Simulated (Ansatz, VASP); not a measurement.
# Mo in VASP and in Ansatz

INCAR

```
PREC     = Accurate       # precision mode
ENCUT    = 500            # plane-wave cutoff, eV
EDIFF    = 1E-6           # SCF threshold, eV
ISMEAR   = 0              # smearing method
SIGMA    = 0.15           # smearing width, eV
LREAL    = F              # projectors in reciprocal space
LASPH    = T              # aspherical terms in the spheres
NELM     = 120            # most SCF steps
ALGO     = Normal         # electronic algorithm
ISIF     = 2              # what is computed and relaxed
LWAVE    = F              # write WAVECAR
LCHARG   = F              # write CHGCAR
GGA      = PS             # functional
NBANDS   = 13             # bands
GGA_COMPAT= F
```

Contents of KPOINTS:

```
Automatic mesh
0
Gamma
  22 22 22
```

Contents of POSCAR:

```
Mo
1.0
   -1.5945650000      1.5945650000      1.5474350000
    1.5945650000     -1.5945650000      1.5474350000
    1.5945650000      1.5945650000     -1.5474350000
Mo
1
Direct
    0.0000000000      0.0000000000      0.0000000000
```

Input for Ansatz:

```yaml
crystal:
  lattice:
    - [-1.594565, 1.594565, 1.547435]
    - [1.594565, -1.594565, 1.547435]
    - [1.594565, 1.594565, -1.547435]
  atoms:
    - { symbol: Mo, position: [0.0, 0.0, 0.0] }
basis:
  ecutwfc: 420
kpoints:
  mp_grid: { grid: [22, 22, 22] }
hamiltonian:
  xc: pbesol
scf:
  occupations: { method: gaussian, width: 0.15 }
output:
  forces: true
  stress: true
  eigenvalues: true
```

Change from the starting cell: strain +0.015 along x and y, -0.015 along z, atoms carried along.

Alike in both runs: task single point; functional PBEsol; k mesh 22 × 22 × 22; occupations gaussian, width 0.15 eV; no spin polarisation.

|  | VASP | Ansatz |
| --- | --- | --- |
| version | VASP 6.6.1 | Ansatz 0.2.0 |
| potentials or method | VASP PAW PBE potentials, release 64 (Mo_sv), cutoff 500 eV | scalar-relativistic, plane waves, PAW |
| valence electrons in the cell | 14 | 14 |

```tsv
	VASP	Ansatz	Ansatz less VASP
gap on the k mesh at the Fermi level (eV)	none	none	-
pressure (GPa)	-6.4	-6.9	-0.51
traceless stress, the component that is largest in VASP (GPa)	6.05	6.05	+0.005
```

VASP's potentials were made for PBE, not for PBEsol. A gap of «none» marks a metal or a gap that the smearing closes. The functional is the same, so the differences come from potentials, cutoffs and numerics.
